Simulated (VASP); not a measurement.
Here is a VASP 6.6.1 calculation.

The input INCAR:

```
SYSTEM = MgReP3
ALGO = Normal
EDIFF = 1E-6
ENCUT = 520
GGA = PE
ISIF = 2
ISMEAR = 0
LASPH = .TRUE.
LCHARG = .FALSE.
LREAL = .FALSE.
LWAVE = .FALSE.
NBANDS = 20
NELM = 80
PREC = Accurate
SIGMA = 0.2
```

The input KPOINTS:

```
k-points
0
G
  4 4 4
  0 0 0
```

POSCAR

```
MgReP3
1.0
    3.3083559958     -3.5185342533     -0.7350714631
    3.3083559958      3.5185342533     -0.7350714631
   -2.8770312766      0.0000000000      4.1059146847
Mg Re P
1 1 3
Direct
    0.5000000000      0.5000000000      0.0000000000
    0.0000000000      0.0000000000      0.0000000000
    0.6684432532      0.3315567468      0.5000000000
    0.3315567468      0.6684432532      0.5000000000
    0.0000000000      0.0000000000      0.5000000000
```

Potentials or basis: VASP PAW PBE potentials, release 64 (Mg, Re, P).

The run is started by

```bash
$ cat potpaw_PBE.64/Mg/POTCAR potpaw_PBE.64/Re/POTCAR potpaw_PBE.64/P/POTCAR > POTCAR
$ mpirun -np 1 vasp_std > vasp.out
```

Task: Estimate the band gap on the k mesh.

Result: Zero (band 12 reaches 7.55 eV, above the bottom of band 13 at 6.87 eV).

Task: Predict the pressure.

Result: 0.2 GPa.

Forces in eV/Å, atoms in the order of the input:
```
Mg   0.000  0.000  0.000
Re   0.000  0.000  0.000
P    0.000 -0.039  0.000
P    0.000  0.039  0.000
P    0.000  0.000  0.000
```

Caveat: the k points lie up to 0.46 Å⁻¹ apart; spin-orbit coupling is left out, which moves the levels of the heavy elements.
